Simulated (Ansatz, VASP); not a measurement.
**W9C7: VASP beside Ansatz**

```xyz
16
Lattice="5.8130 0.0000 0.0000 -2.9065 5.0342 0.0000 0.0000 0.0000 5.6732" Properties=species:S:1:pos:R:3 pbc="T T T"
W    -0.1149   -0.0663   -0.0876
W     1.4533    0.8390    1.4183
W    -0.1149   -0.0663    2.9242
W    -1.4533    2.5171    0.0155
W    -1.4533    2.5171    2.8211
W     3.0214   -0.0663   -0.0876
W     3.0214   -0.0663    2.9242
W     1.4533    2.6497   -0.0876
W     1.4533    2.6497    2.9242
C     1.4533    0.8390    4.2549
C     0.0128    3.3635    1.4183
C    -0.0693    3.3162    4.2549
C     4.3598    0.8243    1.4183
C     4.3598    0.9190    4.2549
C     2.8937    3.3635    1.4183
C     2.9758    3.3162    4.2549
```

Alike in both runs: functional PBE; k mesh 3 × 3 × 3; occupations fermi-dirac, width 0.1 eV; no spin polarisation.

Ansatz relaxed the structure, and its values are those at the end. VASP's run is a single point on that final structure, the one shown.

|  | VASP | Ansatz |
| --- | --- | --- |
| version | VASP 6.6.1 | Ansatz 0.2.0 |
| potentials or method | VASP PAW PBE potentials, release 64 (W_sv, C) | plane waves, PAW |
| plane-wave cutoff (eV) | 520 | 420 |
| valence electrons in the cell | 154 | 154 |

Ansatz gave:

| Property | Result |
| --- | --- |
| gap on the k mesh at the Fermi level (eV) | none |
| rms of the force components (eV/Å) | 0.008 |

Problem. Estimate VASP's values.

Solution. gap on the k mesh at the Fermi level (eV): none; rms of the force components (eV/Å): 0.040.

A gap of «none» marks a metal or a gap that the smearing closes. The functional is the same, so the differences come from potentials, cutoffs and numerics.

The k mesh is coarse, so the values compare programs but aren't converged. Spin-orbit coupling is off throughout.
